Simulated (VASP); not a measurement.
Input of a VASP 6.6.1 run:

Contents of INCAR:

```
ALGO = Normal ; EDIFF = 1E-8
ENCUT = 520 ; GGA = PS
ISIF = 2 ; ISMEAR = -1
LASPH = True ; LCHARG = False
LEFG = True ; LREAL = False
LWAVE = False ; NBANDS = 24
NELM = 60 ; PREC = Accurate
SIGMA = 0.01
```

KPOINTS

```
k-points
0
Gamma
  9 9 5
```

File POSCAR:

```
TaN
1.0
    2.9877386998      0.0000000000      0.0000000000
   -1.4938693500      2.5874576140      0.0000000000
    0.0000000000      0.0000000000      4.8391553770
Ta N
2 2
Direct
    0.3333333333      0.6666666667      0.0000000000
    0.6666666667      0.3333333333      0.5000000000
    0.3333333333      0.6666666667      0.3850000000
    0.6666666667      0.3333333333      0.8850000000
```

Potentials or basis: VASP PAW PBE potentials, release 64 (Ta_pv, N).

Run with:

```sh
$ cat potpaw_PBE.64/Ta_pv/POTCAR potpaw_PBE.64/N/POTCAR > POTCAR
$ mpirun -np 1 vasp_std > vasp.out
```

Question: Estimate the band gap on the k mesh.

Answer: Zero (band 16 reaches 10.86 eV, above the bottom of band 17 at 8.50 eV).

Question: Estimate the largest force.

Answer: 2.437 eV/Å.

Question: Estimate the pressure.

Answer: 179.1 GPa.

Electric field gradients, principal values (V/Å²):
| atom | least | middle | greatest (by size) |
| --- | --- | --- | --- |
| 1 Ta | -64.752 | -64.752 | 129.504 |
| 2 Ta | -64.752 | -64.752 | 129.504 |
| 3 N | -5.896 | -5.899 | 11.795 |
| 4 N | -5.896 | -5.899 | 11.795 |

Caveat: without QUAD_EFG the Cq values of the log hold for a quadrupole moment of 1 mb, not for the nuclei; the PAW data sets were made with another functional, which shifts forces and pressure a little; spin-orbit coupling is left out, which moves the levels of the heavy elements.
